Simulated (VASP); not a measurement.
# B15P16 (a cell with a defect) in VASP: single point with PBE

Aim: the single point of B15P16 (a cell with a defect) with PBE.

All numbers are computed with VASP 6.6.1; they aren't measurements. Logs are shortened: lines on timing, memory, paths and dates and some standing lists are left out, and cuts for length are marked.

**1. The cell of the first run**

The cell holds a defect, 31 atoms: a = 7.878 Å, b = 7.878 Å, c = 7.878 Å, α = 109.47°, β = 109.47°, γ = 109.47°.

**2. Single point, PBE, collinear spin (atoms taken out, then relaxed in part)**

Contents of INCAR:

```
SYSTEM = B15P16
ALGO = Normal
EDIFF = 1E-7
ENCUT = 520
GGA = PE
ISIF = 2
ISMEAR = 0
ISPIN = 2
LASPH = .TRUE.
LCHARG = .TRUE.
LELF = .TRUE.
LORBIT = 11
LREAL = Auto
LVHAR = .TRUE.
LWAVE = .FALSE.
MAGMOM = 0 0 0 0 0 0 0 0 0 0 0 0 0 0 0 0.5 0 0 0.5 0 0.5 0 0 0 0 0 0 0.5 0 0 0
NBANDS = 88
NELECT = 128.0
NELM = 150
PREC = Accurate
SIGMA = 0.01
```

Contents of KPOINTS:

```
Automatic mesh
0
Gamma
  2 2 2
  0.5 0.5 0.5
```

Contents of POSCAR:

```
B15P16
1.0
   -4.5481927936      4.5481927936     -4.5481927936
    4.5481927936     -4.5481927936     -4.5481927936
   -4.5481927936     -4.5481927936      4.5481927936
B P
15 16
Direct
    0.7530516037      0.2500000000      1.0028892797
    0.5000000000      0.2500000000      0.2500000000
    0.2528892797      0.0030516037      0.7500000000
    0.2528892797      0.2500000000      0.5030516037
    1.0000000000      1.0030516037      1.0028892797
    0.7471107203     -0.0028892797      0.2501623240
    0.5000000000      0.7500000000      0.7500000000
    0.5001623240     -0.0028892797      0.4971107203
    0.2469483963      0.7498376760      0.9969483963
    0.0000000000      0.7500000000      0.2500000000
    0.7530516037      0.5028892797      0.7500000000
    0.7471107203      0.7501623240      0.4971107203
    0.4998376760      0.4969483963      0.9969483963
    0.2469483963      0.4969483963      0.2498376760
    0.0000000000      0.5028892797      0.5030516037
    0.0000000000      0.4923737833      0.7500000000
    0.7505273611      0.5002390147      0.0002390147
    0.4997116536      0.4994726389      0.2497116536
    0.2423737833      0.2500000000      0.7500000000
    0.2502390147      0.5002390147      0.5005273611
    0.0000000000      0.2500000000     -0.0076262167
    0.7497609853      0.2500000000      0.2502883464
    0.5002883464     -0.0002390147      0.7500000000
    0.5002883464      0.2500000000      0.4997609853
    0.2502390147      0.0005273611      0.0002390147
    0.0000000000     -0.0002390147      0.2502883464
    0.7497609853      0.7502883464      0.7500000000
    0.7576262167      0.0076262167      0.5076262167
    0.4997116536      0.7497116536     -0.0005273611
    0.2494726389      0.7497116536      0.2497116536
    0.0000000000      0.7502883464      0.4997609853
```

Potentials or basis: VASP PAW PBE potentials, release 64 (B, P).

Run with:

```
$ cat potpaw_PBE.64/B/POTCAR potpaw_PBE.64/P/POTCAR > POTCAR
$ mpirun -np 1 vasp_std > vasp.out
```

OUTCAR:

```text
SYSTEM = B15P16
   EDIFF = 1E-7
   ENCUT = 520
   GGA = PE
   ISIF = 2
   ISMEAR = 0
   ISPIN = 2
   LASPH = .TRUE.
   LORBIT = 11
   LREAL = Auto
   NELECT = 128.0
   NELM = 150
   PREC = Accurate

 ion  position               nearest neighbor table
   1  0.753  0.250  0.003-  22 1.96  21 1.97  23 1.98  17 1.98
   2  0.500  0.250  0.250-  18 1.97  22 1.97  24 1.97  25 1.97
   3  0.253  0.003  0.750-  23 1.96  19 1.97  31 1.98  25 1.98
   4  0.253  0.250  0.503-  24 1.96  19 1.97  20 1.98  26 1.98
   5  0.000  0.003  0.003-  26 1.96  21 1.97  27 1.98  25 1.98
   6  0.747  0.997  0.250-  29 1.96  28 1.97  22 1.98  26 1.98
   7  0.500  0.750  0.750-  20 1.97  23 1.97  27 1.97  29 1.97
   8  0.500  0.997  0.497-  30 1.96  28 1.97  23 1.98  24 1.98
   9  0.247  0.750  0.997-  25 1.96  16 1.97  29 1.98  30 1.98
  10  0.000  0.750  0.250-  17 1.97  26 1.97  30 1.97  31 1.97
  11  0.753  0.503  0.750-  27 1.96  16 1.97  24 1.98  17 1.98
  12  0.747  0.750  0.497-  18 1.96  28 1.97  27 1.98  31 1.98
  13  0.500  0.497  0.997-  17 1.96  19 1.97  18 1.98  29 1.98
  14  0.247  0.497  0.250-  20 1.96  21 1.97  18 1.98  30 1.98
  15  0.000  0.503  0.503-  31 1.96  16 1.97  22 1.98  20 1.98
  16  0.000  0.492  0.750-   9 1.97  11 1.97  15 1.97
  17  0.751  0.500  0.000-  13 1.96  10 1.97  11 1.98   1 1.98
  18  0.500  0.499  0.250-  12 1.96   2 1.97  13 1.98  14 1.98
  19  0.242  0.250  0.750-  13 1.97   4 1.97   3 1.97
  20  0.250  0.500  0.501-  14 1.96   7 1.97   4 1.98  15 1.98
  21  0.000  0.250  0.992-   1 1.97   5 1.97  14 1.97
  22  0.750  0.250  0.250-   1 1.96   2 1.97   6 1.98  15 1.98
  23  0.500  1.000  0.750-   3 1.96   7 1.97   1 1.98   8 1.98
  24  0.500  0.250  0.500-   4 1.96   2 1.97   8 1.98  11 1.98
  25  0.250  0.001  0.000-   9 1.96   2 1.97   5 1.98   3 1.98
  26  0.000  1.000  0.250-   5 1.96  10 1.97   6 1.98   4 1.98
  27  0.750  0.750  0.750-  11 1.96   7 1.97   5 1.98  12 1.98
  28  0.758  0.008  0.508-   6 1.97   8 1.97  12 1.97
  29  0.500  0.750  0.999-   6 1.96   7 1.97   9 1.98  13 1.98
  30  0.249  0.750  0.250-   8 1.96  10 1.97   9 1.98  14 1.98
  31  0.000  0.750  0.500-  15 1.96  10 1.97  12 1.98   3 1.98

  LATTYP: Found a body centered cubic cell.
 ALAT       =     9.0963855872

  Lattice vectors:

 A1 = (  -4.5481927936,   4.5481927936,  -4.5481927936)
 A2 = (   4.5481927936,  -4.5481927936,  -4.5481927936)
 A3 = (  -4.5481927936,  -4.5481927936,   4.5481927936)

Analysis of symmetry for initial positions (statically):
=====================================================================
 Subroutine PRICEL returns:
 Original cell was already a primitive cell.

 Routine SETGRP: Setting up the symmetry group for a
 body centered cubic supercell.

 Subroutine GETGRP returns: Found 24 space group operations
[... 216 lines left out ...]
  free energy    TOTEN  =      -173.42286091 eV

  energy without entropy =     -173.42286091  energy(sigma->0) =     -173.42286091

 E-fermi :   7.7422     XC(G=0): -10.8982

 val. band max:        7.6590202067   @ k =   0.2500   0.2500   0.2500
 cond. band min:       8.4843637292   @ k =  -0.2500   0.2500   0.2500
 fundamental gap:      0.8253435225
 Fermi energy:         7.7421660926

 spin component 1

 k-point     1 :       0.2500    0.2500    0.2500
  band No.  band energies     occupation
      1      -7.2836      1.00000
      2      -7.2836      1.00000
      3      -7.2836      1.00000
      4      -6.7193      1.00000
      5      -4.7534      1.00000
      6      -4.7534      1.00000
[... 147 lines left out ...]
     75      10.7292      0.00000
     76      11.0670      0.00000
 Fermi energy:         7.7421660926

 spin component 2

 k-point     1 :       0.2500    0.2500    0.2500
  band No.  band energies     occupation
      1      -7.2835      1.00000
      2      -7.2835      1.00000
      3      -7.2835      1.00000
      4      -6.7193      1.00000
      5      -4.7534      1.00000
      6      -4.7534      1.00000
[... 147 lines left out ...]
     75      10.7292      0.00000
     76      11.0670      0.00000
 [bands above 76 left out]

------------------------ aborting loop because EDIFF is reached ----------------------------------------

  FORCE on cell =-STRESS in cart. coord.  units (eV):
  Direction    XX          YY          ZZ          XY          YZ          ZX
  --------------------------------------------------------------------------------------
  -------------------------------------------------------------------------------------
  Total       32.9416776     32.9416776     32.9416776      0.0000000     -0.0000000      0.0000000
  in kB      140.2425199    140.2425199    140.2425199      0.0000000     -0.0000000      0.0000000
  external PRESSURE =     140.2425199 kB  Pullay stress =       0.0000000 kB

 VOLUME and BASIS-vectors are now :
 -----------------------------------------------------------------------------
  energy-cutoff  :      520.00
  volume of cell :      376.34
      direct lattice vectors                 reciprocal lattice vectors
    -4.548192794  4.548192794 -4.548192794    -0.109933774  0.000000000 -0.109933774
     4.548192794 -4.548192794 -4.548192794     0.000000000 -0.109933774 -0.109933774
    -4.548192794 -4.548192794  4.548192794    -0.109933774 -0.109933774  0.000000000

 POSITION                                       TOTAL-FORCE (eV/Angst)
 -----------------------------------------------------------------------------------
     -2.30112      2.27483     -4.54893        -0.005860     -0.008050      0.008050
     -2.27410      0.00000     -2.27410         0.000000     -0.000000      0.000000
     -4.54745     -2.27483      2.24708        -0.008050      0.008050     -0.005860
     -2.30112     -2.27483      0.00074        -0.005860      0.008050     -0.008050
      0.00074     -0.02702     -0.00074        -0.008050     -0.005860      0.008050
     -0.00074     -2.27483     -6.79527         0.008050      0.008050      0.005860
[... 23 lines left out ...]
      1.13945     -3.41092     -3.40875        -0.003934      0.001843     -0.003934
      1.13945     -5.68547     -1.13945        -0.003934     -0.001843      0.003934
 -----------------------------------------------------------------------------------
    total drift:                                0.000003      0.000003      0.000004

  FREE ENERGIE OF THE ION-ELECTRON SYSTEM (eV)
  ---------------------------------------------------
  free  energy   TOTEN  =      -173.4228609051 eV

  energy  without entropy=     -173.4228609051  energy(sigma->0) =     -173.42286091

 total charge

# of ion       s       p       d       tot
------------------------------------------
    1        0.670   1.273   0.000   1.943
    2        0.676   1.299   0.000   1.975
    3        0.670   1.273   0.000   1.943
    4        0.670   1.273   0.000   1.943
    5        0.670   1.273   0.000   1.943
    6        0.670   1.273   0.000   1.943
[... 23 lines left out ...]
   30        1.001   1.594   0.000   2.595
   31        1.001   1.594   0.000   2.595
--------------------------------------------------
tot         26.232  44.498   0.000  70.730

 magnetization (x)

# of ion       s       p       d       tot
------------------------------------------
    1       -0.000  -0.000   0.000  -0.000
    2        0.000   0.000   0.000   0.000
    3       -0.000  -0.000   0.000  -0.000
    4       -0.000  -0.000   0.000  -0.000
    5       -0.000  -0.000   0.000  -0.000
    6       -0.000  -0.000   0.000  -0.000
[... 23 lines left out ...]
   30        0.000   0.000   0.000   0.000
   31        0.000   0.000   0.000   0.000
--------------------------------------------------
tot          0.000  -0.000   0.000  -0.000
```

It took 6.4 min on 1 thread of Intel Xeon 8259CL, shared host; peak memory 0.66 GiB.

What came out:

```
Free energy                                           : -173.4229 eV
Largest force                                         : 0.015 eV/Å
Net moment                                            : 0.00 μB per cell
Valence electrons inside the program's atomic spheres : B 1.94, 1.98 (each value once); P 2.58, 2.60 (each value once)
```

Forces on the atoms (eV/Å):
```
B   -0.006 -0.008  0.008
B    0.000  0.000  0.000
B   -0.008  0.008 -0.006
B   -0.006  0.008 -0.008
B   -0.008 -0.006  0.008
B    0.008  0.008  0.006
B    0.000  0.000  0.000
B    0.008  0.006  0.008
B    0.006 -0.008 -0.008
B    0.000  0.000  0.000
B    0.008 -0.008 -0.006
B    0.006  0.008  0.008
B   -0.008  0.006 -0.008
B   -0.008 -0.008  0.006
B    0.008 -0.006 -0.008
P    0.008 -0.008 -0.008
P    0.004  0.002  0.004
P    0.002 -0.004 -0.004
P   -0.008  0.008 -0.008
P    0.004  0.004  0.002
P   -0.008 -0.008  0.008
P   -0.002  0.004 -0.004
P    0.004 -0.004 -0.002
P   -0.002 -0.004  0.004
P    0.002  0.004  0.004
P    0.004 -0.002 -0.004
P   -0.004  0.004 -0.002
P    0.008  0.008  0.008
P   -0.004 -0.004  0.002
P   -0.004  0.002 -0.004
P   -0.004 -0.002  0.004
```

Caveat: the cell carries a net charge on a neutralising background, which shifts energy and pressure; the cell differs from its parent crystal (atoms taken out, then relaxed in part); the cell is charged against a uniform background, so pressure and absolute levels hang on convention.
